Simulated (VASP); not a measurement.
# Na (P6_3/mmc) in VASP: a series of runs

Na is run at these levels: PBE; tasks: single point, relaxation of cell and atoms.

Everything below comes from runs of VASP 6.6.1. Logs are shortened: lines on timing, memory, paths and dates and some standing lists are left out, and cuts for length are marked.

**1. The cell of the first run**

It takes space group P6_3/mmc (No. 194, hexagonal). The conventional cell has a = 2.839 Å, b = 2.839 Å, c = 9.297 Å, α = 90.00°, β = 90.00°, γ = 120.00°. Na (site symmetry -3m) has 12 Na at 2.84 Å within 3.7 Å. Na (site symmetry -6m2) has 12 Na at 2.84 Å within 3.7 Å.

**2. Single point, PBE**

Input file INCAR:

```
SYSTEM = Na
ALGO = Fast
EDIFF = 1E-7
ENCUT = 520
GGA = PE
ISIF = 2
ISMEAR = 0
LASPH = .True.
LCHARG = .False.
LREAL = .False.
LWAVE = .False.
NBANDS = 22
NELM = 80
PREC = Accurate
SIGMA = 0.1
```

Input file KPOINTS:

```
k-points
0
Gamma
  18 18 6
  0 0 0
```

Input file POSCAR:

```
Na
1.0
    2.8391164847      0.0000000000      0.0000000000
   -1.4195582424      2.4587470000      0.0000000000
    0.0000000000      0.0000000000      9.2969404143
Na
4
Direct
    0.0000000000      0.0000000000      0.0000000000
    0.3333333333      0.6666666667      0.2500000000
    0.0000000000      0.0000000000      0.5000000000
    0.6666666667      0.3333333333      0.7500000000
```

Potentials or basis: VASP PAW PBE potentials, release 64 (Na_pv).

The run is started by

```bash
$ cat potpaw_PBE.64/Na_pv/POTCAR > POTCAR
$ mpirun -np 1 vasp_std > vasp.out
```

OUTCAR:

```text
SYSTEM = Na
   EDIFF = 1E-7
   ENCUT = 520
   GGA = PE
   ISIF = 2
   ISMEAR = 0
   LASPH = .True.
   LREAL = .False.
   NELM = 80
   PREC = Accurate

 ion  position               nearest neighbor table
   1  0.000  0.000  0.000-
   2  0.333  0.667  0.250-
   3  0.000  0.000  0.500-
   4  0.667  0.333  0.750-

  LATTYP: Found a hexagonal cell.
 ALAT       =     2.8391164847
 C/A-ratio  =     3.2745892831

  Lattice vectors:

 A1 = (   2.8391164847,   0.0000000000,   0.0000000000)
 A2 = (  -1.4195582424,   2.4587470000,   0.0000000000)
 A3 = (   0.0000000000,   0.0000000000,   9.2969404143)

Analysis of symmetry for initial positions (statically):
=====================================================================
 Subroutine PRICEL returns:
 Original cell was already a primitive cell.

 Routine SETGRP: Setting up the symmetry group for a
 hexagonal supercell.

 Subroutine GETGRP returns: Found 24 space group operations
 (whereof 12 operations were pure point group operations)
 out of a pool of 24 trial point group operations.

The static configuration has the point symmetry D_3d.
 The point group associated with its full space group is D_6h.

Analysis of symmetry for dynamics (positions and initial velocities):
=====================================================================
 Subroutine PRICEL returns:
 Original cell was already a primitive cell.

 Routine SETGRP: Setting up the symmetry group for a
 hexagonal supercell.

 Subroutine GETGRP returns: Found 24 space group operations
 (whereof 12 operations were pure point group operations)
 out of a pool of 24 trial point group operations.

The dynamic configuration has the point symmetry D_3d.
 The point group associated with its full space group is D_6h.

 Subroutine INISYM returns: Found 24 space group operations
 (whereof 12 operations are pure point group operations),
 and found     1 'primitive' translations

----------------------------------------------------------------------------------------

                                     Primitive cell

  volume of cell :      64.8989

  direct lattice vectors                    reciprocal lattice vectors
     2.839116485  0.000000000  0.000000000     0.352222251  0.203355612  0.000000000
    -1.419558242  2.458747000  0.000000000     0.000000000  0.406711223  0.000000000
     0.000000000  0.000000000  9.296940414     0.000000000  0.000000000  0.107562268

  length of vectors
     2.839116485  2.839116485  9.296940414     0.406711223  0.406711223  0.107562268

  position of ions in fractional coordinates (direct lattice)
     0.000000000  0.000000000  0.000000000
     0.333333333  0.666666667  0.250000000
     0.000000000  0.000000000  0.500000000
     0.666666667  0.333333333  0.750000000

  ion indices of the primitive-cell ions
   primitive index   ion index
                 1           1
                 2           2
                 3           3
                 4           4

----------------------------------------------------------------------------------------

 KPOINTS: k-points

Automatic generation of k-mesh.
 Grid dimensions read from file:
 generate k-points for:   18   18    6

 Generating k-lattice:

  Cartesian coordinates                     Fractional coordinates (reciprocal lattice)
     0.019567903  0.011297534  0.000000000     0.055555556 -0.000000000  0.000000000
     0.000000000  0.022595068  0.000000000     0.000000000  0.055555556  0.000000000
     0.000000000  0.000000000  0.017927045     0.000000000  0.000000000  0.166666667

  Length of vectors
     0.022595068  0.022595068  0.017927045

  Shift w.r.t. Gamma in fractional coordinates (k-lattice)
     0.000000000  0.000000000  0.000000000

 Subroutine IBZKPT returns following result:
 ===========================================

 Found    148 irreducible k-points:

 Following reciprocal coordinates:
            Coordinates               Weight
  0.000000  0.000000  0.000000      1.000000
  0.055556  0.000000  0.000000      6.000000
  0.111111  0.000000  0.000000      6.000000
  0.166667 -0.000000  0.000000      6.000000
  0.222222  0.000000  0.000000      6.000000
  0.277778 -0.000000  0.000000      6.000000
[... 16 lines left out ...]
  0.333333  0.111111  0.000000     12.000000
  0.388889  0.111111  0.000000     12.000000
 [... further k-points ...]
   k-points           NKPTS =    148   k-points in BZ     NKDIM =    148   number of bands    NBANDS=     22
   number of dos      NEDOS =    301   number of ions     NIONS =      4
   total plane-waves  NPLWV =  40320
   dimension x,y,z NGX =    24 NGY =   24 NGZ =   70
   dimension x,y,z NGXF=    48 NGYF=   48 NGZF=  140
   ions per type =               4
   NGX,Y,Z   is equivalent  to a cutoff of  14.05, 14.05, 12.52 a.u.
   NGXF,Y,Z  is equivalent  to a cutoff of  28.11, 28.11, 25.03 a.u.
 SYSTEM =  Na
   PREC   = accura    normal or accurate (medium, high low for compatibility)
   ISTART =      0    job   : 0-new  1-cont  2-samecut
   ICHARG =      2    charge: 1-file 2-atom 10-const
   ISPIN  =      1    spin polarized calculation?
   LNONCOLLINEAR =      F non collinear calculations
   LSORBIT =      F    spin-orbit coupling
   LASPH  =      T    aspherical Exc in radial PAW
   ENCUT  =  520.0 eV  38.22 Ry    6.18 a.u.   5.28  5.28 17.29*2*pi/ulx,y,z
   NELM   =     80;   NELMIN=  2; NELMDL= -5     # of ELM steps
   EDIFF  = 0.1E-06   stopping-criterion for ELM
   LREAL  =      F    real-space projection
   EDIFFG = 0.1E-05   stopping-criterion for IOM
   NSW    =      0    number of steps for IOM
   IBRION =     -1    ionic relax: 0-MD 1-quasi-New 2-CG
   NFREE  =      0    steps in history (QN), initial steepest desc. (CG)
   ISIF   =      2    stress and relaxation
   ISYM   =      2    0-nonsym 1-usesym 2-fastsym
   POTIM  = 0.5000    time-step for ionic-motion
   TEBEG  =    0.0;   TEEND  =   0.0 temperature during run
   PSTRESS=    0.0 pullay stress
   NELECT =      28.0000    total number of electrons
   NUPDOWN=      -1.0000    fix difference up-down
   EMIN   =  10.00;   EMAX   =-10.00  energy-range for DOS
   EFERMI =   0.00;   METHOD = LEGACY
   ISMEAR =     0;   SIGMA  =   0.10  broadening in eV -4-tet -1-fermi 0-gaus
   EFERMI_NEDOS =   21; number of points for ismear=-14 and -15
   IALGO  =     68    algorithm
   IMIX   =      4    mixing-type and parameters
     AMIX     =   0.40;   BMIX     =  1.00
     AMIX_MAG =   1.60;   BMIX_MAG =  1.00
  volume/ion in A,a.u.               =      16.22       109.49
  Fermi-wavevector in a.u.,A,eV,Ry     =   1.237034  2.337656 20.820374  1.530254
  Thomas-Fermi vector in A             =   2.371618
   LORBIT       =      0    0 simple, 1 ext, 2 COOP (PROOUT), +10 PAW based schemes
   GGA     = PE    functional components
   LHFCALC =     F    Hartree Fock is set to
   AEXX    =    0.0000 exact exchange contribution
   IVDW    =     0    specifies the selected vdW correction
   LEPSILON=     F    determine dielectric tensor
   LRPA    =     F    only Hartree local field effects (RPA)
 non-spin polarized calculation
 RMM-DIIS sequential band-by-band and
 Gauss-broadening in eV      SIGMA  =   0.10
  energy-cutoff  :      520.00
  volume of cell :       64.90
 maximum number of plane-waves:      1768
 NGX is ok and might be reduce to    24
   NGX = 11   NGY = 11   NGZ = 35

 number of electron      27.9999989 magnetization

 Free energy of the ion-electron system (eV)
  ---------------------------------------------------
  ext. energy  EPLUGINS =         0.00000000
  ---------------------------------------------------
  free energy    TOTEN  =        -1.25740942 eV

  energy without entropy =       -1.25236755  energy(sigma->0) =       -1.25488849

 E-fermi :   4.3131     XC(G=0):  -9.1516

 val. band max:        4.3012936982   @ k =   0.4444   0.0000   0.3333
 cond. band min:       4.3446847546   @ k =   0.3333   0.1111   0.0000
 fundamental gap:      0.0433910563
 Fermi energy:         4.3130668029

 k-point     1 :       0.0000    0.0000    0.0000
  band No.  band energies     occupation
      1     -21.2501      2.00000
      2     -21.0175      2.00000
      3     -21.0158      2.00000
      4     -20.8220      2.00000
      5     -20.8220      2.00000
      6     -20.7958      2.00000
[... 14 lines left out ...]
     21      19.6001      0.00000
     22      20.3820      0.00000

 k-point     2 :       0.0556    0.0000    0.0000
  band No.  band energies     occupation
      1     -21.2448      2.00000
      2     -21.0185      2.00000
      3     -21.0169      2.00000
      4     -20.8329      2.00000
      5     -20.8253      2.00000
      6     -20.8039      2.00000
[... 14 lines left out ...]
     21      19.0712      0.00000
     22      19.2006      0.00000

 k-point     3 :       0.1111    0.0000    0.0000
  band No.  band energies     occupation
      1     -21.2291      2.00000
      2     -21.0232      2.00000
      3     -21.0215      2.00000
      4     -20.8639      2.00000
      5     -20.8349      2.00000
      6     -20.8286      2.00000
[... 14 lines left out ...]
     21      17.3314      0.00000
     22      17.4065      0.00000

 k-point     4 :       0.1667   -0.0000    0.0000
  band No.  band energies     occupation
      1     -21.2044      2.00000
      2     -21.0365      2.00000
      3     -21.0341      2.00000
      4     -20.9098      2.00000
      5     -20.8761      2.00000
      6     -20.8539      2.00000
[... 14 lines left out ...]
     21      15.6600      0.00000
     22      15.6801      0.00000

 k-point     5 :       0.2222    0.0000    0.0000
  band No.  band energies     occupation
      1     -21.1731      2.00000
      2     -21.0649      2.00000
      3     -21.0594      2.00000
      4     -20.9641      2.00000
      5     -20.9390      2.00000
      6     -20.8774      2.00000
[... 417 lines left out ...]
 k-point    22 :       0.2778    0.1111    0.0000
  band No.  band energies     occupation
      1     -21.1540      2.00000
      2     -21.1498      2.00000
      3     -21.0783      2.00000
      4     -21.0725      2.00000
      5     -21.0673      2.00000
      6     -20.9252      2.00000
[... 14 lines left out ...]
     21      12.6995      0.00000
     22      13.6542      0.00000

 k-point    23 :       0.3333    0.1111    0.0000
  band No.  band energies     occupation
      1     -21.1923      2.00000
      2     -21.1818      2.00000
      3     -21.1131      2.00000
      4     -21.1024      2.00000
      5     -21.0404      2.00000
      6     -20.9375      2.00000
[... 14 lines left out ...]
     21      12.2434      0.00000
     22      12.6170      0.00000

 k-point    24 :       0.3889    0.1111    0.0000
  band No.  band energies     occupation
      1     -21.2184      2.00000
      2     -21.2038      2.00000
      3     -21.1390      2.00000
      4     -21.1248      2.00000
      5     -21.0037      2.00000
      6     -20.9464      2.00000
[... 14 lines left out ...]
     21      11.3309      0.00000
     22      11.8128      0.00000

 [... further k-points ...]
[... 5 lines left out ...]
  --------------------------------------------------------------------------------------
  -------------------------------------------------------------------------------------
  Total       12.2004876     12.2004876     12.1778342     -0.0000000      0.0000000      0.0000000
  in kB      301.1970187    301.1970187    300.6377670     -0.0000000      0.0000000      0.0000000
  external PRESSURE =     301.0106015 kB  Pullay stress =       0.0000000 kB

 VOLUME and BASIS-vectors are now :
 -----------------------------------------------------------------------------
  energy-cutoff  :      520.00
  volume of cell :       64.90
      direct lattice vectors                 reciprocal lattice vectors
     2.839116485  0.000000000  0.000000000     0.352222251  0.203355612  0.000000000
    -1.419558242  2.458747000  0.000000000     0.000000000  0.406711223  0.000000000
     0.000000000  0.000000000  9.296940414     0.000000000  0.000000000  0.107562268

 POSITION                                       TOTAL-FORCE (eV/Angst)
 -----------------------------------------------------------------------------------
      0.00000      0.00000      0.00000         0.000000      0.000000     -0.000000
     -0.00000      1.63916      2.32424         0.000000      0.000000     -0.000000
      0.00000      0.00000      4.64847         0.000000      0.000000     -0.000000
      1.41956      0.81958      6.97271        -0.000000     -0.000000      0.000000
 -----------------------------------------------------------------------------------
    total drift:                               -0.000000      0.000000      0.000000

  FREE ENERGIE OF THE ION-ELECTRON SYSTEM (eV)
  ---------------------------------------------------
  free  energy   TOTEN  =        -1.2574094247 eV

  energy  without entropy=       -1.2523675490  energy(sigma->0) =       -1.25488849
```

It took 3.4 min on 1 thread of Intel Xeon Platinum 8488C (Sapphire Rapids), shared host; peak memory 0.28 GiB.

Results:

| Item | Value |
| --- | --- |
| Free energy | -1.2574 eV |
| Pressure | 30.1 GPa |
| Band gap on the k mesh | zero (band 14 reaches 6.25 eV, above the bottom of band 15 at 0.58 eV) |

[end of part 1 of 3]
